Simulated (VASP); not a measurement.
# Cu (P6_3/mmc) in VASP: further runs, part 2 of 2

VASP 6.6.1. Earlier steps stand in the parts before.

### Step 4. Single point, r2SCAN (biaxial strain in the a-b plane: +4.0 %)

POSCAR

```
Cu
1.0
    2.6317228330      0.0000000000      0.0000000000
   -1.3158614165      2.2791388291      0.0000000000
    0.0000000000      0.0000000000      4.0307390255
Cu
2
Direct
    0.3333333333      0.6666666667      0.2500000000
    0.6666666667      0.3333333333      0.7500000000
```

INCAR.step1

```
SYSTEM = Cu
PREC = Accurate
ENCUT = 520
ISMEAR = 0
SIGMA = 0.1
LREAL = .FALSE.
LASPH = .TRUE.
NELM = 100
NBANDS = 18
GGA = PE
ALGO = Normal
EDIFF = 1E-4
LWAVE = .TRUE.
LCHARG = .FALSE.
```

INCAR.step2

```
SYSTEM = Cu
PREC = Accurate
ENCUT = 520
EDIFF = 1E-6
ISMEAR = 0
SIGMA = 0.1
LREAL = .FALSE.
LASPH = .TRUE.
NELM = 100
ALGO = Normal
ISIF = 2
LWAVE = .FALSE.
LCHARG = .FALSE.
METAGGA = R2SCAN
LMIXTAU = .TRUE.
NBANDS = 18
ISTART = 1
```

KPOINTS

```
Automatic mesh
0
G
  24 24 12
  0 0 0
```

Potentials or basis: VASP PAW PBE potentials, release 64 (Cu).

Run with:

```console
$ cat potpaw_PBE.64/Cu/POTCAR > POTCAR
$ cp INCAR.step1 INCAR
$ mpirun -np 1 vasp_std > vasp.out
$ cp INCAR.step2 INCAR
$ mpirun -np 1 vasp_std > vasp.out
```

OUTCAR:

```text
SYSTEM = Cu
   PREC = Accurate
   ENCUT = 520
   EDIFF = 1E-6
   ISMEAR = 0
   LREAL = .FALSE.
   LASPH = .TRUE.
   NELM = 100
   ISIF = 2
   METAGGA = R2SCAN
   ISTART = 1

 ion  position               nearest neighbor table
   1  0.333  0.667  0.250-   2 2.52   2 2.52   2 2.52   2 2.52   2 2.52   2 2.52
   2  0.667  0.333  0.750-   1 2.52   1 2.52   1 2.52   1 2.52   1 2.52   1 2.52

  LATTYP: Found a hexagonal cell.
 ALAT       =     2.6317228330
 C/A-ratio  =     1.5315970873

  Lattice vectors:

 A1 = (   2.6317228330,   0.0000000000,   0.0000000000)
 A2 = (  -1.3158614165,   2.2791388291,   0.0000000000)
 A3 = (   0.0000000000,   0.0000000000,   4.0307390255)

Analysis of symmetry for initial positions (statically):
=====================================================================
 Subroutine PRICEL returns:
 Original cell was already a primitive cell.

 Routine SETGRP: Setting up the symmetry group for a
 hexagonal supercell.

 Subroutine GETGRP returns: Found 24 space group operations
 (whereof 12 operations were pure point group operations)
 out of a pool of 24 trial point group operations.

The static configuration has the point symmetry D_3d.
[... 162 lines left out ...]
  energy without entropy =      -21.57297631  energy(sigma->0) =      -21.57448894

 E-fermi :   7.1493     XC(G=0): -13.5827

 val. band max:        7.1432872564   @ k =   0.3750  -0.0000   0.4167
 cond. band min:       7.1506858785   @ k =   0.1667   0.1667   0.3333
 fundamental gap:      0.0073986221
 Fermi energy:         7.1493257472

 k-point     1 :       0.0000    0.0000    0.0000
  band No.  band energies     occupation
      1      -2.3667      2.00000
      2       2.1170      2.00000
      3       4.0971      2.00000
      4       4.0973      2.00000
      5       4.2649      2.00000
      6       4.3501      2.00000
[... 481 lines left out ...]
      5       3.8442      2.00000
      6       4.2276      2.00000
[... 10 lines left out ...]
     17      19.4018      0.00000
     18      26.1475      0.00000

 [... further k-points ...]

------------------------ aborting loop because EDIFF is reached ----------------------------------------

  FORCE on cell =-STRESS in cart. coord.  units (eV):
  Direction    XX          YY          ZZ          XY          YZ          ZX
  --------------------------------------------------------------------------------------
  -------------------------------------------------------------------------------------
  Total       -1.4746899     -1.4746899      0.0382159      0.0000000      0.0000000      0.0000000
  in kB      -97.7272519    -97.7272519      2.5325535      0.0000000      0.0000000      0.0000000
  external PRESSURE =     -64.3073167 kB  Pullay stress =       0.0000000 kB

 VOLUME and BASIS-vectors are now :
 -----------------------------------------------------------------------------
  energy-cutoff  :      520.00
  volume of cell :       24.18
      direct lattice vectors                 reciprocal lattice vectors
     2.631722833  0.000000000  0.000000000     0.379979224  0.219381107  0.000000000
    -1.315861416  2.279138829  0.000000000     0.000000000  0.438762215  0.000000000
     0.000000000  0.000000000  4.030739025     0.000000000  0.000000000  0.248093462

 POSITION                                       TOTAL-FORCE (eV/Angst)
 -----------------------------------------------------------------------------------
     -0.00000      1.51943      1.00768         0.000000     -0.000000      0.000000
      1.31586      0.75971      3.02305        -0.000000      0.000000      0.000000
 -----------------------------------------------------------------------------------
    total drift:                               -0.000000      0.000000     -0.000000

  FREE ENERGIE OF THE ION-ELECTRON SYSTEM (eV)
  ---------------------------------------------------
  free  energy   TOTEN  =       -21.5760015726 eV

  energy  without entropy=      -21.5729763109  energy(sigma->0) =      -21.57448894
```

OUTCAR.step1:

```text
SYSTEM = Cu
   PREC = Accurate
   ENCUT = 520
   ISMEAR = 0
   LREAL = .FALSE.
   LASPH = .TRUE.
[... 729 lines left out ...]
     -0.00000      1.51943      1.00768         0.000000     -0.000000      0.000000
      1.31586      0.75971      3.02305         0.000000      0.000000      0.000000
 -----------------------------------------------------------------------------------
    total drift:                               -0.000000      0.000000     -0.000000

  FREE ENERGIE OF THE ION-ELECTRON SYSTEM (eV)
  ---------------------------------------------------
  free  energy   TOTEN  =        -7.4052272632 eV

  energy  without entropy=       -7.4020785193  energy(sigma->0) =       -7.40365289
```

Run time: 6.1 min. Hardware: 1 thread of Intel Xeon 6975P-C (Granite Rapids), shared host; peak memory 0.26 GiB.

What came out:

* Free energy: -21.5760 eV
* Pressure: -6.4 GPa
* Band gap on the k mesh: zero (bands 11 and 12 overlap by 5.84 eV)

Stress tensor (GPa, compression positive):
```
-9.77  0.00  0.00
 0.00 -9.77  0.00
 0.00  0.00  0.25
```

Levels at points of the mesh, in eV from the Fermi level:
| k point | band 9 | band 10 | band 11 | band 12 | band 13 | band 14 |
| --- | --- | --- | --- | --- | --- | --- |
| (0.00, 0.00, 0.00) | -2.73 | -1.83 | -1.83 | -0.36 | 4.76 | 20.94 |
| (0.50, 0.00, 0.00) | -1.72 | -1.63 | -0.19 | 1.30 | 8.28 | 8.99 |
| (0.00, 0.00, 0.50) | -2.04 | -2.04 | -2.04 | -2.04 | 14.50 | 14.50 |
| (0.50, 0.00, 0.50) | -1.76 | -1.76 | 0.45 | 0.45 | 4.78 | 4.78 |

Caveat: the cell differs from its parent crystal (biaxial strain in the a-b plane: +4.0 %); the stress differs along the axes, from -10 to 0 GPa; the PAW data sets were made with another functional, which shifts forces and pressure a little.

### Step 5. Single point, r2SCAN (biaxial strain in the a-b plane: +6.0 %, then relaxed in part)

POSCAR

```
Cu
1.0
    2.6823328875      0.0000000000      0.0000000000
   -1.3411664437      2.3229684220      0.0000000000
    0.0000000000      0.0000000000      3.9609875700
Cu
2
Direct
    0.3333333333      0.6666666667      0.2500000000
    0.6666666667      0.3333333333      0.7500000000
```

INCAR.step1

```
SYSTEM = Cu
PREC = Accurate ; ENCUT = 520
ISMEAR = 0 ; SIGMA = 0.1
LREAL = .False. ; LASPH = .True.
NELM = 60 ; NBANDS = 18
GGA = PE ; ALGO = Normal
EDIFF = 1E-4 ; LWAVE = .True.
LCHARG = .False.
```

INCAR.step2

```
SYSTEM = Cu
PREC = Accurate ; ENCUT = 520
EDIFF = 1E-6 ; ISMEAR = 0
SIGMA = 0.1 ; LREAL = .False.
LASPH = .True. ; NELM = 60
ALGO = Normal ; ISIF = 2
LWAVE = .False. ; LCHARG = .True.
METAGGA = R2SCAN ; LMIXTAU = .True.
LELF = .True. ; LVHAR = .True.
NBANDS = 18 ; ISTART = 1
```

KPOINTS

```
Automatic mesh
0
Gamma
  24 24 12
  0 0 0
```

Run with:

```console
$ cat potpaw_PBE.64/Cu/POTCAR > POTCAR
$ cp INCAR.step1 INCAR
$ mpirun -np 1 vasp_std > vasp.out
$ cp INCAR.step2 INCAR
$ mpirun -np 1 vasp_std > vasp.out
```

Wall time 5.7 min (1 thread of Intel Xeon 6975P-C (Granite Rapids), shared host); peak memory 0.26 GiB.

The run converged. Its results:

```
Free energy            : -21.5116 eV
Pressure               : -7.8 GPa
Band gap on the k mesh : zero (bands 11 and 12 overlap by 5.58 eV)
```

Stress tensor (GPa, compression positive):
```
-12.06   0.00   0.00
  0.00 -12.06   0.00
  0.00   0.00   0.65
```

Levels at points of the mesh, in eV from the Fermi level:
| k point | band 7 | band 8 | band 9 | band 10 | band 11 | band 12 | band 13 | band 14 | band 15 | band 16 |
| --- | --- | --- | --- | --- | --- | --- | --- | --- | --- | --- |
| (0.00, 0.00, 0.00) | -2.71 | -2.71 | -2.70 | -1.78 | -1.78 | 0.11 | 5.22 | 19.88 | 19.88 | 20.41 |
| (0.50, 0.00, 0.00) | -2.52 | -1.87 | -1.71 | -1.55 | -0.26 | 1.13 | 8.41 | 9.26 | 11.32 | 11.83 |
| (0.00, 0.00, 0.50) | -3.04 | -3.04 | -1.97 | -1.97 | -1.97 | -1.97 | 15.35 | 15.35 | 21.22 | 21.22 |
| (0.50, 0.00, 0.50) | -1.98 | -1.98 | -1.76 | -1.76 | 0.45 | 0.45 | 4.63 | 4.63 | 15.34 | 15.34 |

Caveat: the cell differs from its parent crystal (biaxial strain in the a-b plane: +6.0 %, then relaxed in part); the stress differs along the axes, from -12 to 1 GPa; the PAW data sets were made with another functional, which shifts forces and pressure a little.

### Step 6. Single point, r2SCAN (equal strain along all axes, cell held: -6.0 %)

POSCAR

```
Cu
1.0
    2.3786725526      0.0000000000      0.0000000000
   -1.1893362763      2.0599908579      0.0000000000
    0.0000000000      0.0000000000      3.8820642268
Cu
2
Direct
    0.3333333333      0.6666666667      0.2500000000
    0.6666666667      0.3333333333      0.7500000000
```

INCAR.step1 is that of step 5.

INCAR.step2

```
SYSTEM = Cu
PREC = Accurate ; ENCUT = 520
EDIFF = 1E-6 ; ISMEAR = 0
SIGMA = 0.1 ; LREAL = .False.
LASPH = .True. ; NELM = 60
ALGO = Normal ; ISIF = 2
LWAVE = .False. ; LCHARG = .False.
METAGGA = R2SCAN ; LMIXTAU = .True.
NBANDS = 18 ; ISTART = 1
```

KPOINTS

```
regular mesh
0
Gamma
  24 24 12
  0 0 0
```

Potentials or basis: VASP PAW PBE potentials, release 64 (Cu).

Run with:

```console
$ cat potpaw_PBE.64/Cu/POTCAR > POTCAR
$ cp INCAR.step1 INCAR
$ mpirun -np 1 vasp_std > vasp.out
$ cp INCAR.step2 INCAR
$ mpirun -np 1 vasp_std > vasp.out
```

It took 11 min on 1 thread of AMD EPYC 7R43 (Zen 3), shared host; peak memory 0.19 GiB.

Results (log left out):

* Free energy: -21.1320 eV
* Pressure: 48.8 GPa
* Band gap on the k mesh: zero (bands 11 and 12 overlap by 7.26 eV)

Stress tensor (GPa, compression positive):
```
48.37  0.00  0.00
 0.00 48.37  0.00
 0.00  0.00 49.56
```

Levels at points of the mesh, in eV from the Fermi level:
| k point | band 9 | band 10 | band 11 | band 12 | band 13 | band 14 |
| --- | --- | --- | --- | --- | --- | --- |
| (0.00, 0.00, 0.00) | -3.16 | -2.11 | -2.11 | -1.73 | 5.25 | 23.91 |
| (0.50, 0.00, 0.00) | -1.91 | -1.83 | -0.02 | 2.16 | 9.26 | 10.07 |
| (0.00, 0.00, 0.50) | -2.42 | -2.42 | -2.42 | -2.42 | 15.01 | 15.01 |
| (0.50, 0.00, 0.50) | -1.88 | -1.88 | 0.30 | 0.30 | 6.44 | 6.44 |

Caveat: the cell differs from its parent crystal (equal strain along all axes, cell held: -6.0 %); the cell stands under pressure; the PAW data sets were made with another functional, which shifts forces and pressure a little.

### Step 7. The runs side by side

```tsv
cell	gap on the mesh (eV)	pressure (GPa)
a = 2.581, b = 2.581, c = 4.080 Å, angles 90.0, 90.0, 120.0°, 2 atoms	none	-3.4
a = 2.632, b = 2.632, c = 4.027 Å, angles 90.0, 90.0, 120.0°, 2 atoms	none	-6.3
a = 2.632, b = 2.632, c = 4.031 Å, angles 90.0, 90.0, 120.0°, 2 atoms	none	-6.4
a = 2.682, b = 2.682, c = 3.961 Å, angles 90.0, 90.0, 120.0°, 2 atoms	none	-7.8
a = 2.379, b = 2.379, c = 3.882 Å, angles 90.0, 90.0, 120.0°, 2 atoms	none	48.8
```

Alike in all rows: task single point; level r2SCAN; potentials or basis VASP PAW PBE potentials, release 64 (Cu); no spin polarisation; k mesh 24 × 24 × 12; cutoff (eV) 520; smearing gaussian 0.1 eV.

Caveats: the PAW data sets were made with another functional, which shifts forces and pressure a little; the stress differs along the axes, from -5 to 1 GPa (at least some runs); the stress differs along the axes, from -10 to 1 GPa (at least some runs); the stress differs along the axes, from -10 to 0 GPa (at least some runs); the stress differs along the axes, from -12 to 1 GPa (at least some runs); the cell stands under pressure (at least some runs).

Total energies depend on the potentials used, so only differences within one code and one set of settings carry meaning.

The gap in the log of VASP goes by the Fermi energy; the results here count the filled bands.